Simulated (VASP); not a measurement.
Input of a VASP 6.6.1 run:

The input INCAR:

```
SYSTEM = AlN
PREC     = Accurate       ! precision mode
ENCUT    = 520            ! plane-wave cutoff, eV
EDIFF    = 1E-6           ! SCF threshold, eV
ISMEAR   = 0              ! smearing method
SIGMA    = 0.02           ! smearing width, eV
LREAL    = .FALSE.        ! projectors in reciprocal space
LASPH    = .TRUE.         ! aspherical terms in the spheres
NELM     = 60             ! most SCF steps
ALGO     = Normal         ! electronic algorithm
ISIF     = 2              ! what is computed and relaxed
LWAVE    = .FALSE.        ! write WAVECAR
LCHARG   = .TRUE.         ! write CHGCAR
GGA      = PE             ! functional
LELF     = .TRUE.         ! ELF
LVHAR    = .TRUE.       
NBANDS   = 16             ! bands
```

KPOINTS

```
regular mesh
0
G
  9 9 4
  0 0 0
```

The input POSCAR:

```
AlN
1.0
    2.9190789584      0.0000000000      0.0000000000
   -1.4595394793      2.5279965336      0.0000000000
    0.0000000000      0.0000000000      7.7654285852
Al N
2 2
Direct
    0.3333333333      0.6666666667      0.2500000000
    0.6666666667      0.3333333333      0.7500000000
    0.3333333333      0.6666666667      0.7500000000
    0.6666666667      0.3333333333      0.2500000000
```

Potentials or basis: VASP PAW PBE potentials, release 64 (Al, N).

Run with:

```bash
$ cat potpaw_PBE.64/Al/POTCAR potpaw_PBE.64/N/POTCAR > POTCAR
$ mpirun -np 1 vasp_std > vasp.out
```

(1) Estimate the band gap on the k mesh.

(2) Estimate the pressure.

Answers

(1) 2.60 eV, indirect (least direct gap 2.99 eV).

(2) 34.1 GPa.

Caveat: the cell differs from its parent crystal (B replaced by Al, lengths x 1.143, strained).
